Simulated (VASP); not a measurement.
# BN (R3m) in VASP: notebook

Runs on BN. Level: PBE+D3(BJ). Tasks: single point.

Program: VASP 6.6.1. These are calculated values, not measurements. Logs are shortened: lines on timing, memory, paths and dates and some standing lists are left out, and cuts for length are marked.

**1. The cell of the first run**

The structure is trigonal, space group R3m (No. 160). The conventional cell has a = 2.402 Å, b = 2.402 Å, c = 10.119 Å, α = 90.00°, β = 90.00°, γ = 120.00°. B (site symmetry 3m) has 3 N at 1.39 Å within 1.9 Å. N (site symmetry 3m) has 3 B at 1.39 Å within 1.9 Å.

**2. Single point, PBE+D3(BJ) (strain -0.040 along x and y, +0.000 along z)**

File INCAR:

```
PREC = Accurate ; ENCUT = 520
EDIFF = 1E-7 ; ISMEAR = 0
SIGMA = 0.05 ; LREAL = False
LASPH = True ; NELM = 100
ALGO = Normal ; ISIF = 2
LWAVE = False ; LCHARG = False
GGA = PE ; IVDW = 12
NBANDS = 11
```

File KPOINTS:

```
regular mesh
0
Gamma
  12 12 12
```

File POSCAR:

```
BN
1.0
    1.2010769119      0.6934420784      3.3729344033
   -1.2010769119      0.6934420784      3.3729344033
    0.0000000000     -1.3868841568      3.3729344033
B N
1 1
Direct
    0.9996712000      0.9996712000      0.9996712000
    0.3327618000      0.3327618000      0.3327618000
```

Potentials or basis: VASP PAW PBE potentials, release 64 (B, N).

On the command line:

```console
cat potpaw_PBE.64/B/POTCAR potpaw_PBE.64/N/POTCAR > POTCAR
mpirun -np 1 vasp_std > vasp.out
```

OUTCAR:

```text
PREC = Accurate
   ENCUT = 520
   EDIFF = 1E-7
   ISMEAR = 0
   LREAL = False
   LASPH = True
   NELM = 100
   ISIF = 2
   GGA = PE
   IVDW = 12
 IVDW          = 12

 ion  position               nearest neighbor table
   1  1.000  1.000  1.000-   2 1.39   2 1.39   2 1.39
   2  0.333  0.333  0.333-   1 1.39   1 1.39   1 1.39

  LATTYP: Found a trigonal (rhomboedric) cell.
 ALAT       =     3.6469348984
 COS(alpha) =     0.7830720004

  Lattice vectors:

 A1 = (   1.2010769119,   0.6934420784,   3.3729344033)
 A2 = (  -1.2010769119,   0.6934420784,   3.3729344033)
 A3 = (   0.0000000000,  -1.3868841568,   3.3729344033)

Analysis of symmetry for initial positions (statically):
=====================================================================
 Subroutine PRICEL returns:
 Original cell was already a primitive cell.

 Routine SETGRP: Setting up the symmetry group for a
 trigonal (rhombohedral) supercell.

 Subroutine GETGRP returns: Found  6 space group operations
 (whereof  6 operations were pure point group operations)
 out of a pool of 12 trial point group operations.

The static configuration has the point symmetry C_3v.

Analysis of symmetry for dynamics (positions and initial velocities):
=====================================================================
 Subroutine PRICEL returns:
 Original cell was already a primitive cell.

 Routine SETGRP: Setting up the symmetry group for a
 trigonal (rhombohedral) supercell.

 Subroutine GETGRP returns: Found  6 space group operations
 (whereof  6 operations were pure point group operations)
 out of a pool of 12 trial point group operations.

The dynamic configuration has the point symmetry C_3v.

 Subroutine INISYM returns: Found  6 space group operations
 (whereof  6 operations are pure point group operations),
 and found     1 'primitive' translations

----------------------------------------------------------------------------------------

                                     Primitive cell

  volume of cell :      16.8554

  direct lattice vectors                    reciprocal lattice vectors
     1.201076912  0.693442078  3.372934403     0.416293074  0.240346918  0.098825916
    -1.201076912  0.693442078  3.372934403    -0.416293074  0.240346918  0.098825916
     0.000000000 -1.386884157  3.372934403     0.000000000 -0.480693837  0.098825916

  length of vectors
     3.646934898  3.646934898  3.646934898     0.490747518  0.490747518  0.490747518

  position of ions in fractional coordinates (direct lattice)
     0.999671200  0.999671200  0.999671200
[... 88 lines left out ...]
   PSTRESS=    0.0 pullay stress
   NELECT =       8.0000    total number of electrons
   NUPDOWN=      -1.0000    fix difference up-down
   EMIN   =  10.00;   EMAX   =-10.00  energy-range for DOS
   EFERMI =   0.00;   METHOD = LEGACY
   ISMEAR =     0;   SIGMA  =   0.05  broadening in eV -4-tet -1-fermi 0-gaus
   EFERMI_NEDOS =   21; number of points for ismear=-14 and -15
   IALGO  =     38    algorithm
   IMIX   =      4    mixing-type and parameters
     AMIX     =   0.40;   BMIX     =  1.00
     AMIX_MAG =   1.60;   BMIX_MAG =  1.00
  volume/ion in A,a.u.               =       8.43        56.87
  Fermi-wavevector in a.u.,A,eV,Ry     =   1.277002  2.413183 22.187471  1.630733
  Thomas-Fermi vector in A             =   2.409626
   LORBIT       =      0    0 simple, 1 ext, 2 COOP (PROOUT), +10 PAW based schemes
   GGA     = PE    functional components
   LHFCALC =     F    Hartree Fock is set to
   AEXX    =    0.0000 exact exchange contribution
   IVDW    =    12    specifies the selected vdW correction
   LEPSILON=     F    determine dielectric tensor
   LRPA    =     F    only Hartree local field effects (RPA)
 non-spin polarized calculation
 Gauss-broadening in eV      SIGMA  =   0.05
  energy-cutoff  :      520.00
  volume of cell :       16.86
 maximum number of plane-waves:       474
   NGX = 13   NGY = 13   NGZ = 13

 number of electron       8.0000000 magnetization

 Free energy of the ion-electron system (eV)
  ---------------------------------------------------
  ext. energy  EPLUGINS =         0.00000000
  ---------------------------------------------------
  free energy    TOTEN  =       -17.32126688 eV

  energy without entropy =      -17.32126688  energy(sigma->0) =      -17.32126688

 E-fermi :   3.0139     XC(G=0): -10.2235

 val. band max:        2.6789096971   @ k =  -0.3333   0.3333   0.0000
 cond. band min:       7.1810408830   @ k =   0.5000   0.5000  -0.0000
 fundamental gap:      4.5021311860
 Fermi energy:         3.0139341753

 k-point     1 :       0.0000    0.0000    0.0000
  band No.  band energies     occupation
      1     -15.8483      2.00000
      2      -2.2237      2.00000
      3       1.5466      2.00000
      4       1.5466      2.00000
      5       7.7700      0.00000
      6      15.4043      0.00000
      7      15.4043      0.00000
      8      17.2987      0.00000
      9      19.6505      0.00000
     10      30.7035      0.00000
     11      31.5690      0.00000
[... 309 lines left out ...]
 k-point    24 :      -0.4167    0.1667    0.0000
  band No.  band energies     occupation
      1     -11.9896      2.00000
      2      -6.4423      2.00000
      3      -2.9731      2.00000
      4       2.2679      2.00000
      5       8.1464      0.00000
      6      15.1697      0.00000
      7      17.0686      0.00000
      8      17.8376      0.00000
      9      21.0531      0.00000
     10      25.8863      0.00000
     11      27.6131      0.00000

 [... further k-points ...]

------------------------ aborting loop because EDIFF is reached ----------------------------------------

 Edisp (eV)   -0.29954

 E8    (eV) :    -0.0876

  FORCE on cell =-STRESS in cart. coord.  units (eV):
  Direction    XX          YY          ZZ          XY          YZ          ZX
  --------------------------------------------------------------------------------------
  -------------------------------------------------------------------------------------
  Total       5.77868     5.77868    -0.12137     0.00000     0.00000     0.00000
  in kB     549.28707   549.28707   -11.53661     0.00000     0.00000     0.00000
  external pressure =      362.35 kB  Pullay stress =        0.00 kB

 VOLUME and BASIS-vectors are now :
 -----------------------------------------------------------------------------
  energy-cutoff  :      520.00
  volume of cell :       16.86
      direct lattice vectors                 reciprocal lattice vectors
     1.201076912  0.693442078  3.372934403     0.416293074  0.240346918  0.098825916
    -1.201076912  0.693442078  3.372934403    -0.416293074  0.240346918  0.098825916
     0.000000000 -1.386884157  3.372934403     0.000000000 -0.480693837  0.098825916

 POSITION                                       TOTAL-FORCE (eV/Angst)
 -----------------------------------------------------------------------------------
      0.00000      0.00000     10.11548         0.000000     -0.000000     -0.007210
      0.00000      0.00000      3.36715         0.000000      0.000000      0.007210
 -----------------------------------------------------------------------------------
    total drift:                               -0.000000     -0.000000     -0.000057

  FREE ENERGIE OF THE ION-ELECTRON SYSTEM (eV)
  ---------------------------------------------------
  free  energy   TOTEN  =       -17.6208060127 eV

  energy  without entropy=      -17.6208060127  energy(sigma->0) =      -17.62080601
```

OSZICAR:

```text
N       E                     dE             d eps       ncg     rms          rms(c)
DAV:   1     0.142566914295E+02    0.14257E+02   -0.47291E+03  4230   0.688E+02
DAV:   2    -0.188650472286E+02   -0.33122E+02   -0.31901E+02  4997   0.168E+02
DAV:   3    -0.196051222020E+02   -0.74007E+00   -0.73907E+00  5105   0.228E+01
DAV:   4    -0.196072562613E+02   -0.21341E-02   -0.21340E-02  4535   0.136E+00
DAV:   5    -0.196072654012E+02   -0.91399E-05   -0.91399E-05  5150   0.784E-02    0.884E+00
DAV:   6    -0.176124113885E+02    0.19949E+01   -0.53250E+00  4663   0.135E+01    0.411E+00
DAV:   7    -0.173661907398E+02    0.24622E+00   -0.41742E-01  4881   0.457E+00    0.243E+00
DAV:   8    -0.173201212000E+02    0.46070E-01   -0.13733E-01  4990   0.233E+00    0.324E-01
DAV:   9    -0.173207588295E+02   -0.63763E-03   -0.27907E-03  4611   0.457E-01    0.163E-01
DAV:  10    -0.173212350994E+02   -0.47627E-03   -0.57242E-04  4637   0.171E-01    0.275E-02
DAV:  11    -0.173212674567E+02   -0.32357E-04   -0.57802E-05  4968   0.534E-02    0.232E-02
DAV:  12    -0.173212667099E+02    0.74682E-06   -0.95488E-06  4713   0.211E-02    0.202E-03
DAV:  13    -0.173212668668E+02   -0.15688E-06   -0.38316E-07  4911   0.561E-03    0.699E-04
DAV:  14    -0.173212668808E+02   -0.14075E-07   -0.24574E-08  4482   0.110E-03
   1 F= -.17620806E+02 E0= -.17620806E+02  d E =-.109213E-22
```

It took 41 s on 1 thread of Intel Xeon Platinum 8375C at 2.90GHz (Ice Lake), shared host; peak memory 0.18 GiB.

Results:

| Item | Value |
| --- | --- |
| Free energy | -17.6208 eV |
| Pressure | 36.2 GPa |
| Largest force | 0.007 eV/Å |
| Band gap on the k mesh | 4.50 eV, indirect (least direct gap 5.00 eV) |
| Dispersion energy per atom | -0.150 eV |

Forces in eV/Å, atoms in the order of the input:
```
B    0.000  0.000 -0.007
N    0.000  0.000  0.007
```

Stress tensor (GPa, compression positive):
```
54.93  0.00  0.00
 0.00 54.93  0.00
 0.00  0.00 -1.15
```

Caveat: the cell differs from its parent crystal (strain -0.040 along x and y, +0.000 along z).

**3. Single point, PBE+D3(BJ) (strain +0.000 along x and y, -0.040 along z)**

File INCAR:

```
SYSTEM = BN
ALGO = Normal ; EDIFF = 1E-7
ENCUT = 520 ; GGA = PE
ISIF = 2 ; ISMEAR = 0
IVDW = 12 ; LASPH = .TRUE.
LCHARG = .FALSE. ; LREAL = .FALSE.
LWAVE = .FALSE. ; NBANDS = 11
NELM = 60 ; PREC = Accurate
SIGMA = 0.05
```

File KPOINTS:

```
k-points
0
G
  12 12 12
  0 0 0
```

File POSCAR:

```
BN
1.0
    1.2511217832      0.7223354983      3.2380170272
   -1.2511217832      0.7223354983      3.2380170272
    0.0000000000     -1.4446709967      3.2380170272
B N
1 1
Direct
    0.9996712000      0.9996712000      0.9996712000
    0.3327618000      0.3327618000      0.3327618000
```

Potentials or basis: VASP PAW PBE potentials, release 64 (B, N).

On the command line:

```console
cat potpaw_PBE.64/B/POTCAR potpaw_PBE.64/N/POTCAR > POTCAR
mpirun -np 1 vasp_std > vasp.out
```

Wall time 41 s (1 thread of Intel Xeon Platinum 8375C at 2.90GHz (Ice Lake), shared host); peak memory 0.18 GiB.

It converged, with:

```
Free energy                : -17.8586 eV
Pressure                   : 1.4 GPa
Largest force              : 0.015 eV/Å
Band gap on the k mesh     : 4.19 eV, indirect (least direct gap 4.71 eV)
Dispersion energy per atom : -0.146 eV
```

Forces in eV/Å, atoms in the order of the input:
```
B    0.000  0.000  0.015
N    0.000  0.000 -0.015
```

Stress tensor (GPa, compression positive):
```
1.84 0.00 0.00
0.00 1.84 0.00
0.00 0.00 0.42
```

Levels at points of the mesh, in eV from the valence-band top:
| k point | band 1 | band 2 | band 3 | band 4 | band 5 | band 6 | band 7 | band 8 | band 9 |
| --- | --- | --- | --- | --- | --- | --- | --- | --- | --- |
| (0.00, 0.00, 0.00) | -17.82 | -3.94 | -1.27 | -1.27 | 5.43 | 11.70 | 11.70 | 13.22 | 14.96 |
| (0.50, 0.00, 0.00) | -14.60 | -8.95 | -4.05 | -0.52 | 5.36 | 10.01 | 13.29 | 15.45 | 20.37 |
| (0.50, 0.50, 0.00) | -14.50 | -8.78 | -4.13 | -1.24 | 4.19 | 9.89 | 14.57 | 18.20 | 20.94 |
| (0.50, 0.50, 0.50) | -17.47 | -6.31 | -1.30 | -1.30 | 10.57 | 11.60 | 11.60 | 12.48 | 17.03 |

Caveat: the cell differs from its parent crystal (strain +0.000 along x and y, -0.040 along z). A k mesh can miss the band edges.

**4. Single point, PBE+D3(BJ) (strain -0.040 along x and y, +0.040 along z)**

File INCAR:

```
SYSTEM = BN
  PREC = Accurate
  ENCUT = 520
  EDIFF = 1E-6
  ISMEAR = 0
  SIGMA = 0.05
  LREAL = .FALSE.
  LASPH = .TRUE.
  NELM = 100
  ALGO = Normal
  ISIF = 2
  LWAVE = .FALSE.
  LCHARG = .FALSE.
  GGA = PE
  IVDW = 12
  NBANDS = 11
```

File KPOINTS:

```
regular mesh
0
G
  12 12 12
  0 0 0
```

File POSCAR:

```
BN
1.0
    1.2010769119      0.6934420784      3.5078517794
   -1.2010769119      0.6934420784      3.5078517794
    0.0000000000     -1.3868841568      3.5078517794
B N
1 1
Direct
    0.9996712000      0.9996712000      0.9996712000
    0.3327618000      0.3327618000      0.3327618000
```

Potentials or basis: VASP PAW PBE potentials, release 64 (B, N).

On the command line:

```console
cat potpaw_PBE.64/B/POTCAR potpaw_PBE.64/N/POTCAR > POTCAR
mpirun -np 1 vasp_std > vasp.out
```

OUTCAR:

```text
SYSTEM = BN
   PREC = Accurate
   ENCUT = 520
   EDIFF = 1E-6
   ISMEAR = 0
   LREAL = .FALSE.
   LASPH = .TRUE.
   NELM = 100
   ISIF = 2
   GGA = PE
   IVDW = 12
 IVDW          = 12

 ion  position               nearest neighbor table
   1  1.000  1.000  1.000-   2 1.39   2 1.39   2 1.39
   2  0.333  0.333  0.333-   1 1.39   1 1.39   1 1.39

  LATTYP: Found a trigonal (rhomboedric) cell.
 ALAT       =     3.7720646562
 COS(alpha) =     0.7972254826

  Lattice vectors:

 A1 = (   1.2010769119,   0.6934420784,   3.5078517794)
 A2 = (  -1.2010769119,   0.6934420784,   3.5078517794)
 A3 = (   0.0000000000,  -1.3868841568,   3.5078517794)

Analysis of symmetry for initial positions (statically):
=====================================================================
 Subroutine PRICEL returns:
 Original cell was already a primitive cell.

 Routine SETGRP: Setting up the symmetry group for a
 trigonal (rhombohedral) supercell.

 Subroutine GETGRP returns: Found  6 space group operations
 (whereof  6 operations were pure point group operations)
 out of a pool of 12 trial point group operations.

The static configuration has the point symmetry C_3v.

Analysis of symmetry for dynamics (positions and initial velocities):
[... 172 lines left out ...]
      5       7.2324      0.00000
      6      15.0757      0.00000
      7      15.0757      0.00000
      8      16.8681      0.00000
      9      19.1694      0.00000
     10      29.8660      0.00000
     11      30.2773      0.00000
[... 309 lines left out ...]
 k-point    24 :      -0.4167    0.1667    0.0000
  band No.  band energies     occupation
      1     -12.3025      2.00000
      2      -6.7497      2.00000
      3      -3.3021      2.00000
      4       1.9129      2.00000
      5       7.7833      0.00000
      6      14.8110      0.00000
      7      16.5905      0.00000
      8      17.4086      0.00000
      9      20.3238      0.00000
     10      25.3488      0.00000
     11      26.8652      0.00000

 [... further k-points ...]

------------------------ aborting loop because EDIFF is reached ----------------------------------------

 Edisp (eV)   -0.28553

 E8    (eV) :    -0.0831

  FORCE on cell =-STRESS in cart. coord.  units (eV):
  Direction    XX          YY          ZZ          XY          YZ          ZX
  --------------------------------------------------------------------------------------
  -------------------------------------------------------------------------------------
  Total       5.79037     5.79037    -0.20098     0.00000     0.00000     0.00000
  in kB     529.22871   529.22871   -18.36899     0.00000     0.00000     0.00000
  external pressure =      346.70 kB  Pullay stress =        0.00 kB

 VOLUME and BASIS-vectors are now :
 -----------------------------------------------------------------------------
  energy-cutoff  :      520.00
  volume of cell :       17.53
      direct lattice vectors                 reciprocal lattice vectors
     1.201076912  0.693442078  3.507851779     0.416293074  0.240346918  0.095024920
    -1.201076912  0.693442078  3.507851779    -0.416293074  0.240346918  0.095024920
     0.000000000 -1.386884157  3.507851779     0.000000000 -0.480693837  0.095024920

 POSITION                                       TOTAL-FORCE (eV/Angst)
 -----------------------------------------------------------------------------------
      0.00000      0.00000     10.52010         0.000000      0.000000     -0.016840
      0.00000      0.00000      3.50184         0.000000     -0.000000      0.016840
 -----------------------------------------------------------------------------------
    total drift:                               -0.000000     -0.000000      0.000109

  FREE ENERGIE OF THE ION-ELECTRON SYSTEM (eV)
  ---------------------------------------------------
  free  energy   TOTEN  =       -17.6152002126 eV

  energy  without entropy=      -17.6152002126  energy(sigma->0) =      -17.61520021
```

stdout:

```text
POSCAR found type information on POSCAR B N
 POSCAR found :  2 types and       2 ions
 scaLAPACK will be used
 LDA part: xc-table for (Slater+PW92), standard interpolation
 POSCAR, INCAR and KPOINTS ok, starting setup
 FFT: planning ... GRIDC
 FFT: planning ... GRID_SOFT
 FFT: planning ... GRID
 WAVECAR not read
 entering main loop
```

Wall time 37 s (1 thread of Intel Xeon Platinum 8375C at 2.90GHz (Ice Lake), shared host); peak memory 0.18 GiB.

Results:

| Quantity | Value |
| --- | --- |
| Free energy | -17.6152 eV |
| Pressure | 34.7 GPa |
| Largest force | 0.017 eV/Å |
| Band gap on the k mesh | 4.58 eV, indirect (least direct gap 5.00 eV) |
| Dispersion energy per atom | -0.143 eV |

Forces in eV/Å, atoms in the order of the input:
```
B    0.000  0.000 -0.017
N    0.000  0.000  0.017
```

Stress tensor (GPa, compression positive):
```
52.92  0.00  0.00
 0.00 52.92  0.00
 0.00  0.00 -1.84
```

Caveat: the cell differs from its parent crystal (strain -0.040 along x and y, +0.040 along z). A k mesh can miss the band edges.

**5. Summary**

| cell | gap on the mesh (eV) | pressure (GPa) | largest force (eV/Å) |
| --- | --- | --- | --- |
| a = 3.647 Å, angles 38.5°, 2 atoms | 4.50 | 36.2 | 0.01 |
| a = 3.546 Å, angles 41.3°, 2 atoms | 4.19 | 1.4 | 0.01 |
| a = 3.772 Å, angles 37.1°, 2 atoms | 4.58 | 34.7 | 0.02 |

Alike in all rows: task single point; level PBE+D3(BJ); potentials or basis VASP PAW PBE potentials, release 64 (B, N); no spin polarisation; k mesh 12 × 12 × 12; cutoff (eV) 520; smearing gaussian 0.05 eV.

Absolute energies hang on the potentials; compare differences alone.
